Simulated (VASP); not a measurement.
Wanted: the native input for a VASP 6.6.1 run.

| Property | Result |
| --- | --- |
| Task | single point |
| Functional | PBEsol |
| Potentials or basis | VASP PAW PBE potentials, release 64 (Ga_d) |
| Cutoff | 520 eV |
| k mesh | 10 × 10 × 8 |
| Occupations | fermi-dirac, width 0.05 eV |
| Spin | no spin polarisation |
| Dipole correction | no |
| Further INCAR settings | ALGO = Normal; EDIFF = 1e-06; NBANDS = 20 |

The structure of Ga lies in POSCAR:

```
Ga
1.0
    1.3024811133     -3.8361231814      0.0000000000
    1.3024811133      3.8361231814      0.0000000000
    0.0000000000      0.0000000000      2.9355257438
Ga
2
Direct
    0.1338679800      0.8661320200      0.7500000000
    0.8661320200      0.1338679800      0.2500000000
```

The input as run:

INCAR

```
PREC = Accurate ; ENCUT = 520
EDIFF = 1E-6 ; ISMEAR = -1
SIGMA = 0.05 ; LREAL = F
LASPH = T ; NELM = 100
ALGO = Normal ; ISIF = 2
LWAVE = F ; LCHARG = T
GGA = PS ; LELF = T
LVHAR = T ; NBANDS = 20
```

KPOINTS

```
regular mesh
0
Gamma
  10 10 8
```

Potentials or basis: VASP PAW PBE potentials, release 64 (Ga_d).

Command:

```bash
$ cat potpaw_PBE.64/Ga_d/POTCAR > POTCAR
$ mpirun -np 1 vasp_std > vasp.out
```

Results of the run:

```json
{"Pressure": "20.2 GPa", "Band gap on the k mesh": "zero (bands 13 and 14 overlap by 11.11 eV)"}
```

Caveat: the cell stands under pressure; the PAW data sets were made with another functional, which shifts forces and pressure a little.

Wall time 78 s on 1 thread of Intel Xeon 8259CL, on a shared host, peak memory 0.21 GiB.
